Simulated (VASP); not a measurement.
Input of a VASP 6.6.1 run:

INCAR

```
PREC = Accurate
ENCUT = 600
EDIFF = 1E-6
ISMEAR = -1
SIGMA = 0.05
LREAL = False
LASPH = True
NELM = 80
ALGO = Normal
ISIF = 3
LWAVE = False
LCHARG = False
GGA = PE
IBRION = 2
NSW = 60
EDIFFG = -0.005
PSTRESS = -0.0054
```

KPOINTS

```
Automatic mesh
0
Gamma
  13 13 13
```

POSCAR

```
CoSi
1.0
    0.0000000000      2.4774019895      2.4774019895
    2.4774019895      0.0000000000      2.4774019895
    2.4774019895      2.4774019895      0.0000000000
Co Si
1 1
Direct
    0.0000000000      0.0000000000      0.0000000000
    0.2500000000      0.2500000000      0.2500000000
```

Potentials or basis: VASP PAW PBE potentials, release 64 (Co, Si).

Run with:

```bash
$ cat potpaw_PBE.64/Co/POTCAR potpaw_PBE.64/Si/POTCAR > POTCAR
$ mpirun -np 1 vasp_std > vasp.out
```

(1) Predict the relaxed cell.

(2) Estimate the relaxed volume.

(3) Estimate the space group after relaxing (to 0.05 Å).

Results:

(1) a = 3.595 Å, b = 3.595 Å, c = 3.595 Å, α = 60.00°, β = 60.00°, γ = 60.00°.

(2) 16.43 Å³/atom.

(3) F-43m (No. 216).

Caveat: the cell is relaxed towards a set pressure, so the enthalpy falls and the energy may rise.
